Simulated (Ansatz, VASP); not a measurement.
One calculation of AlN, two programs

Contents of INCAR:

```
ALGO = Normal
EDIFF = 1E-6
ENCUT = 520
GGA = PE
ISIF = 2
ISMEAR = 0
LASPH = T
LCHARG = F
LREAL = F
LWAVE = F
NBANDS = 26
NELM = 80
PREC = Accurate
SIGMA = 0.05
```

File KPOINTS:

```
k-points
0
Gamma
  8 8 3
```

POSCAR

```
AlN
1.0
   -3.1110021516      0.0000000000      0.0000000000
   -1.5555010758     -2.6942068945      0.0000000000
    0.0000000000      0.0000000000     11.4560000000
Al N
4 4
Direct
    0.3333333333      0.3333333333      0.7854168122
    0.3333333333      0.3333333333      0.3508846892
    0.6666666667      0.6666666667      0.1336186278
    0.6666666667      0.6666666667      0.5681507507
    0.3333333333      0.3333333333      0.0836474337
    0.3333333333      0.3333333333      0.5181795566
    0.6666666667      0.6666666667      0.3009134951
    0.6666666667      0.6666666667      0.7354456180
```

Input for Ansatz:

```yaml
crystal:
  lattice:
    - [-3.1110021516, 0.0, 0.0]
    - [-1.5555010758, -2.6942068945, 0.0]
    - [0.0, 0.0, 11.456]
  atoms:
    - { symbol: Al, position: [0.3333333333, 0.3333333333, 0.7854168122] }
    - { symbol: Al, position: [0.3333333333, 0.3333333333, 0.3508846892] }
    - { symbol: Al, position: [0.6666666667, 0.6666666667, 0.1336186278] }
    - { symbol: Al, position: [0.6666666667, 0.6666666667, 0.5681507507] }
    - { symbol: "N", position: [0.3333333333, 0.3333333333, 0.0836474337] }
    - { symbol: "N", position: [0.3333333333, 0.3333333333, 0.5181795566] }
    - { symbol: "N", position: [0.6666666667, 0.6666666667, 0.3009134951] }
    - { symbol: "N", position: [0.6666666667, 0.6666666667, 0.735445618] }
basis:
  ecutwfc: 420
kpoints:
  mp_grid: { grid: [8, 8, 3] }
hamiltonian:
  xc: pbe
scf:
  occupations: { method: gaussian, width: 0.05 }
output:
  forces: true
  stress: true
  eigenvalues: true
```

Alike in both runs: task single point; functional PBE; k mesh 8 × 8 × 3; occupations gaussian, width 0.05 eV; no spin polarisation.

```csv
,VASP,Ansatz
version,VASP 6.6.1,Ansatz 0.2.0
potentials or method,"VASP PAW PBE potentials, release 64 (Al, N), cutoff 520 eV","scalar-relativistic, plane waves, PAW"
valence electrons in the cell,32,32
```

```tsv
	VASP	Ansatz	Ansatz less VASP
gap on the k mesh at the Fermi level (eV)	none	none	-
pressure (GPa)	-0.1	0.1	+0.22
traceless stress, the component that is largest in VASP (GPa)	-6.31	-6.27	+0.044
rms of the force components (eV/Å)	0.720	0.725	+0.0044
```

Atom by atom the forces differ by 0.006 eV/Å (rms over components). A gap of «none» marks a metal or a gap that the smearing closes. The functional is the same, so the differences come from potentials, cutoffs and numerics.
